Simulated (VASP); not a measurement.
# KZnF3 (P4/mmm) in VASP: single point with HSE06

Aim: the single point of KZnF3 with HSE06.

Program: VASP 6.6.1. These are calculated values, not measurements. Logs are shortened: lines on timing, memory, paths and dates and some standing lists are left out, and cuts for length are marked.

### 1 The cell of the first run

Symmetry: P4/mmm, No. 123, tetragonal system. Conventional cell: a = 3.938 Å, b = 3.938 Å, c = 4.046 Å, α = 90.00°, β = 90.00°, γ = 90.00°. K (site symmetry 4/mmm) has 12 F at 2.78 to 2.82 Å and 8 Zn at 3.44 Å within 3.7 Å. Within 2.6 Å of Zn (site symmetry 4/mmm) lie 6 F at 1.97 to 2.02 Å. F (site symmetry 4/mmm) has 2 Zn at 2.02 Å and 4 K at 2.78 Å and 8 F at 2.82 Å within 2.9 Å. Within 2.6 Å of F (site symmetry mmm) lie 2 Zn at 1.97 Å.

### 2 Single point, HSE06 (biaxial xy strain -2.7%)

POSCAR

```
KZnF3
1.0
    3.9377307156      0.0000000000      0.0000000000
    0.0000000000      3.9377307156      0.0000000000
    0.0000000000      0.0000000000      4.0461680185
K Zn F
1 1 3
Direct
    0.0000000000      0.0000000000      0.0000000000
    0.5000000000      0.5000000000      0.5000000000
    0.5000000000      0.5000000000      0.0000000000
    0.0000000000      0.5000000000      0.5000000000
    0.5000000000      0.0000000000      0.5000000000
```

INCAR.step1

```
SYSTEM = KZnF3
PREC = Accurate
ENCUT = 520
EDIFF = 1E-5
ISMEAR = 0
SIGMA = 0.01
LREAL = .False.
LASPH = .True.
NELM = 120
ALGO = Normal
ISIF = 2
LWAVE = .True.
LCHARG = .False.
GGA = PE
NBANDS = 29
GGA_COMPAT = .False.
KPAR = 4
```

INCAR.step2

```
SYSTEM = KZnF3
PREC = Accurate
ENCUT = 520
EDIFF = 1E-6
ISMEAR = 0
SIGMA = 0.01
LREAL = .False.
LASPH = .True.
NELM = 120
ALGO = Normal
ISIF = 2
LWAVE = .False.
LCHARG = .False.
GGA = PE
LHFCALC = .True.
HFSCREEN = 0.2079
PRECFOCK = Normal
ISTART = 1
NBANDS = 29
GGA_COMPAT = .False.
KPAR = 4
```

KPOINTS

```
regular mesh
0
Gamma
  4 4 4
  0 0 0
```

Potentials or basis: VASP PAW PBE potentials, release 64 (K_sv, Zn, F).

The run is started by

```bash
cat potpaw_PBE.64/K_sv/POTCAR potpaw_PBE.64/Zn/POTCAR potpaw_PBE.64/F/POTCAR > POTCAR
cp INCAR.step1 INCAR
mpirun -np 4 vasp_std > vasp.out
cp INCAR.step2 INCAR
mpirun -np 4 vasp_std > vasp.out
```

OUTCAR:

```text
SYSTEM = KZnF3
   PREC = Accurate
   ENCUT = 520
   EDIFF = 1E-6
   ISMEAR = 0
   LREAL = .False.
   LASPH = .True.
   NELM = 120
   ISIF = 2
   GGA = PE
   LHFCALC = .True.
   HFSCREEN = 0.2079
   PRECFOCK = Normal
   ISTART = 1

 ion  position               nearest neighbor table
   1  0.000  0.000  0.000-   3 2.78   3 2.78   3 2.78   3 2.78   5 2.82   4 2.82   4 2.82   4 2.82
                             5 2.82   5 2.82   5 2.82   4 2.82
   2  0.500  0.500  0.500-   4 1.97   5 1.97   5 1.97   4 1.97   3 2.02   3 2.02
   3  0.500  0.500  0.000-   2 2.02   2 2.02   1 2.78   1 2.78   1 2.78   1 2.78
   4  0.000  0.500  0.500-   2 1.97   2 1.97   1 2.82   1 2.82   1 2.82   1 2.82
   5  0.500  0.000  0.500-   2 1.97   2 1.97   1 2.82   1 2.82   1 2.82   1 2.82

  LATTYP: Found a simple tetragonal cell.
 ALAT       =     3.9377307156
 C/A-ratio  =     1.0275380189

  Lattice vectors:

 A1 = (   3.9377307156,   0.0000000000,   0.0000000000)
 A2 = (   0.0000000000,   3.9377307156,   0.0000000000)
 A3 = (   0.0000000000,   0.0000000000,   4.0461680185)

Analysis of symmetry for initial positions (statically):
=====================================================================
 Subroutine PRICEL returns:
 Original cell was already a primitive cell.

 Routine SETGRP: Setting up the symmetry group for a
 simple tetragonal supercell.

 Subroutine GETGRP returns: Found 16 space group operations
 (whereof 16 operations were pure point group operations)
 out of a pool of 16 trial point group operations.

The static configuration has the point symmetry D_4h.

Analysis of symmetry for dynamics (positions and initial velocities):
=====================================================================
 Subroutine PRICEL returns:
 Original cell was already a primitive cell.

 Routine SETGRP: Setting up the symmetry group for a
 simple tetragonal supercell.

 Subroutine GETGRP returns: Found 16 space group operations
 (whereof 16 operations were pure point group operations)
 out of a pool of 16 trial point group operations.

The dynamic configuration has the point symmetry D_4h.

 Subroutine INISYM returns: Found 16 space group operations
 (whereof 16 operations are pure point group operations),
 and found     1 'primitive' translations

----------------------------------------------------------------------------------------

                                     Primitive cell

  volume of cell :      62.7388

  direct lattice vectors                    reciprocal lattice vectors
     3.937730716  0.000000000  0.000000000     0.253953374  0.000000000  0.000000000
     0.000000000  3.937730716  0.000000000     0.000000000  0.253953374  0.000000000
     0.000000000  0.000000000  4.046168019     0.000000000  0.000000000  0.247147423

  length of vectors
     3.937730716  3.937730716  4.046168019     0.253953374  0.253953374  0.247147423

  position of ions in fractional coordinates (direct lattice)
     0.000000000  0.000000000  0.000000000
     0.500000000  0.500000000  0.500000000
     0.500000000  0.500000000  0.000000000
     0.000000000  0.500000000  0.500000000
     0.500000000  0.000000000  0.500000000

  ion indices of the primitive-cell ions
   primitive index   ion index
                 1           1
                 2           2
                 3           3
                 4           4
                 5           5

----------------------------------------------------------------------------------------

 KPOINTS: regular mesh

Automatic generation of k-mesh.
 Grid dimensions read from file:
 generate k-points for:    4    4    4

 Generating k-lattice:

  Cartesian coordinates                     Fractional coordinates (reciprocal lattice)
     0.063488343  0.000000000  0.000000000     0.250000000  0.000000000  0.000000000
     0.000000000  0.063488343  0.000000000     0.000000000  0.250000000  0.000000000
     0.000000000  0.000000000  0.061786856     0.000000000  0.000000000  0.250000000

  Length of vectors
     0.063488343  0.063488343  0.061786856

  Shift w.r.t. Gamma in fractional coordinates (k-lattice)
     0.000000000  0.000000000  0.000000000

 Subroutine IBZKPT returns following result:
 ===========================================

 Found     18 irreducible k-points:

 Following reciprocal coordinates:
            Coordinates               Weight
  0.000000  0.000000  0.000000      1.000000
  0.250000  0.000000  0.000000      4.000000
  0.500000  0.000000  0.000000      2.000000
  0.250000  0.250000  0.000000      4.000000
  0.500000  0.250000  0.000000      4.000000
  0.500000  0.500000  0.000000      1.000000
[... 10 lines left out ...]
  0.500000  0.250000  0.500000      4.000000
  0.500000  0.500000  0.500000      1.000000
   k-points           NKPTS =     18   k-points in BZ     NKDIM =     64   number of bands    NBANDS=     29
   number of dos      NEDOS =    301   number of ions     NIONS =      5
   total plane-waves  NPLWV =  27000
   dimension x,y,z NGX =    30 NGY =   30 NGZ =   30
   dimension x,y,z NGXF=    60 NGYF=   60 NGZF=   60
   ions per type =               1   1   3
   NGX,Y,Z   is equivalent  to a cutoff of  12.67, 12.67, 12.33 a.u.
   NGXF,Y,Z  is equivalent  to a cutoff of  25.33, 25.33, 24.65 a.u.
 SYSTEM =  KZnF3
   PREC   = accura    normal or accurate (medium, high low for compatibility)
   ISTART =      1    job   : 0-new  1-cont  2-samecut
   ICHARG =      0    charge: 1-file 2-atom 10-const
   ISPIN  =      1    spin polarized calculation?
   LNONCOLLINEAR =      F non collinear calculations
   LSORBIT =      F    spin-orbit coupling
   LASPH  =      T    aspherical Exc in radial PAW
   ENCUT  =  520.0 eV  38.22 Ry    6.18 a.u.   7.32  7.32  7.52*2*pi/ulx,y,z
   NELM   =    120;   NELMIN=  2; NELMDL=  0     # of ELM steps
   EDIFF  = 0.1E-05   stopping-criterion for ELM
   LREAL  =      F    real-space projection
   EDIFFG = 0.1E-04   stopping-criterion for IOM
   NSW    =      0    number of steps for IOM
   IBRION =     -1    ionic relax: 0-MD 1-quasi-New 2-CG
   NFREE  =      0    steps in history (QN), initial steepest desc. (CG)
   ISIF   =      2    stress and relaxation
   ISYM   =      3    0-nonsym 1-usesym 2-fastsym
   POTIM  = 0.5000    time-step for ionic-motion
   TEBEG  =    0.0;   TEEND  =   0.0 temperature during run
   PSTRESS=    0.0 pullay stress
   NELECT =      42.0000    total number of electrons
   NUPDOWN=      -1.0000    fix difference up-down
   EMIN   =  10.00;   EMAX   =-10.00  energy-range for DOS
   EFERMI =   0.00;   METHOD = LEGACY
   ISMEAR =     0;   SIGMA  =   0.01  broadening in eV -4-tet -1-fermi 0-gaus
   EFERMI_NEDOS =   21; number of points for ismear=-14 and -15
   IALGO  =     38    algorithm
   IMIX   =      1    mixing-type and parameters
     AMIX     =   0.40;   BMIX     =  1.00
     AMIX_MAG =   1.60;   BMIX_MAG =  1.00
  volume/ion in A,a.u.               =      12.55        84.68
  Fermi-wavevector in a.u.,A,eV,Ry     =   1.432120  2.706314 27.905093  2.050966
  Thomas-Fermi vector in A             =   2.551782
   LORBIT       =      0    0 simple, 1 ext, 2 COOP (PROOUT), +10 PAW based schemes
   GGA     = PE    functional components
   LHFCALC =     T    Hartree Fock is set to
   PRECFOCK=normal    Normal, Fast or Accurate (Low or Medium for compatibility)
   ENCUT4O =  -1.0   cutoff for four orbital integrals eV
   NKREDX  =     1    reduce k-point grid by
   NKREDY  =     1    reduce k-point grid by
   NKREDZ  =     1    reduce k-point grid by
   AEXX    =    0.2500 exact exchange contribution
   HFSCREEN=    0.2079 screening length (either q_TF or 0.3 A-1)
   HFSCREENC=   0.2079 screening length for correlation (either q_TF or 0.3 A-1)
   ENCUTFOCK=  -1.0 apply spherical cutoff to Coloumb kernel
   IVDW    =     0    specifies the selected vdW correction
   LEPSILON=     F    determine dielectric tensor
   LRPA    =     F    only Hartree local field effects (RPA)
 non-spin polarized calculation
 Gauss-broadening in eV      SIGMA  =   0.01
  energy-cutoff  :      520.00
  volume of cell :       62.74
 maximum number of plane-waves:      1708
 NGX is ok and might be reduce to    30
  NGX = 24; NGY = 24; NGZ = 24

 number of electron      41.9999990 magnetization

 Free energy of the ion-electron system (eV)
  ---------------------------------------------------
  ext. energy  EPLUGINS =         0.00000000
  ---------------------------------------------------
  free energy    TOTEN  =       -25.49744925 eV

  energy without entropy =      -25.49744925  energy(sigma->0) =      -25.49744925

 E-fermi :  -1.6980     XC(G=0):  -8.3316

 val. band max:       -1.8171313148   @ k =   0.5000   0.5000   0.5000
 cond. band min:       4.5084162191   @ k =   0.0000   0.0000   0.0000
 fundamental gap:      6.3255475339
 Fermi energy:        -1.6980326747

 k-point     1 :       0.0000    0.0000    0.0000
  band No.  band energies     occupation
      1     -30.5983      2.00000
      2     -25.5288      2.00000
      3     -24.8594      2.00000
      4     -24.6998      2.00000
      5     -12.7710      2.00000
      6     -12.7391      2.00000
[... 21 lines left out ...]
     28      11.6573      0.00000
     29      15.0638      0.00000

 k-point     2 :       0.2500    0.0000    0.0000
  band No.  band energies     occupation
      1     -30.5800      2.00000
      2     -25.4411      2.00000
      3     -24.9230      2.00000
      4     -24.7136      2.00000
      5     -12.7355      2.00000
      6     -12.7286      2.00000
[... 21 lines left out ...]
     28      11.7909      0.00000
     29      15.0092      0.00000

 k-point     3 :       0.5000    0.0000    0.0000
  band No.  band energies     occupation
      1     -30.5616      2.00000
      2     -25.3157      2.00000
      3     -25.0319      2.00000
      4     -24.7191      2.00000
      5     -12.7178      2.00000
      6     -12.6992      2.00000
[... 21 lines left out ...]
     28      13.0222      0.00000
     29      13.5493      0.00000

 k-point     4 :       0.2500    0.2500    0.0000
  band No.  band energies     occupation
      1     -30.5648      2.00000
      2     -25.3494      2.00000
      3     -24.9564      2.00000
      4     -24.7448      2.00000
      5     -12.7846      2.00000
      6     -12.7016      2.00000
[... 21 lines left out ...]
     28      11.7278      0.00000
     29      14.0753      0.00000

 k-point     5 :       0.5000    0.2500    0.0000
  band No.  band energies     occupation
      1     -30.5494      2.00000
      2     -25.2110      2.00000
      3     -25.0412      2.00000
      4     -24.7710      2.00000
      5     -12.7773      2.00000
      6     -12.7533      2.00000
[... 21 lines left out ...]
     28      13.0972      0.00000
     29      13.4447      0.00000
[... 318 lines left out ...]
     28      12.6647      0.00000
     29      13.2763      0.00000

 k-point    16 :       0.2500    0.2500    0.5000
  band No.  band energies     occupation
      1     -30.5438      2.00000
      2     -25.2426      2.00000
      3     -24.9442      2.00000
      4     -24.8096      2.00000
      5     -12.8268      2.00000
      6     -12.8172      2.00000
[... 21 lines left out ...]
     28      12.9986      0.00000
     29      13.1756      0.00000

 k-point    17 :       0.5000    0.2500    0.5000
  band No.  band energies     occupation
      1     -30.5331      2.00000
      2     -25.0861      2.00000
      3     -25.0442      2.00000
      4     -24.8106      2.00000
      5     -12.8951      2.00000
      6     -12.8748      2.00000
[... 21 lines left out ...]
     28      13.3682      0.00000
     29      13.3885      0.00000

 k-point    18 :       0.5000    0.5000    0.5000
  band No.  band energies     occupation
      1     -30.5249      2.00000
      2     -25.0336      2.00000
      3     -25.0336      2.00000
      4     -24.7990      2.00000
      5     -12.9732      2.00000
      6     -12.9732      2.00000
[... 21 lines left out ...]
     28      13.4036      0.00000
     29      14.3211      0.00000

------------------------ aborting loop because EDIFF is reached ----------------------------------------

  FORCE on cell =-STRESS in cart. coord.  units (eV):
  Direction    XX          YY          ZZ          XY          YZ          ZX
  --------------------------------------------------------------------------------------
  -------------------------------------------------------------------------------------
  Total        3.6472082      3.6472082      2.3542595      0.0000000      0.0000000      0.0000000
  in kB       93.1397770     93.1397770     60.1213834      0.0000000      0.0000000      0.0000000
  external PRESSURE =      82.1336458 kB  Pullay stress =       0.0000000 kB

 VOLUME and BASIS-vectors are now :
 -----------------------------------------------------------------------------
  energy-cutoff  :      520.00
  volume of cell :       62.74
      direct lattice vectors                 reciprocal lattice vectors
     3.937730716  0.000000000  0.000000000     0.253953374  0.000000000  0.000000000
     0.000000000  3.937730716  0.000000000     0.000000000  0.253953374  0.000000000
     0.000000000  0.000000000  4.046168019     0.000000000  0.000000000  0.247147423

 POSITION                                       TOTAL-FORCE (eV/Angst)
 -----------------------------------------------------------------------------------
      0.00000      0.00000      0.00000         0.000000      0.000000      0.000000
      1.96887      1.96887      2.02308         0.000000      0.000000      0.000000
      1.96887      1.96887      0.00000         0.000000      0.000000      0.000000
      0.00000      1.96887      2.02308         0.000000      0.000000      0.000000
      1.96887      0.00000      2.02308         0.000000      0.000000      0.000000
 -----------------------------------------------------------------------------------
    total drift:                               -0.000000     -0.000001     -0.000000

  FREE ENERGIE OF THE ION-ELECTRON SYSTEM (eV)
  ---------------------------------------------------
  free  energy   TOTEN  =       -25.4974492518 eV

  energy  without entropy=      -25.4974492518  energy(sigma->0) =      -25.49744925
```

Wall time 8.4 min (4 MPI ranks of Intel Xeon Platinum 8481C at 2.70GHz (Sapphire Rapids), shared host); peak memory 0.3 GiB.

What came out:

```
Free energy            : -25.4974 eV
Pressure               : 8.2 GPa
Band gap on the k mesh : 6.33 eV (least direct gap 8.50 eV)
```

Stress tensor (GPa, compression positive):
```
9.31 0.00 0.00
0.00 9.31 0.00
0.00 0.00 6.01
```

Caveat: the cell differs from its parent crystal (biaxial xy strain -2.7%); the cell stands under pressure; the PAW data sets were made with another functional, which shifts forces and pressure a little. A k mesh can miss the band edges.
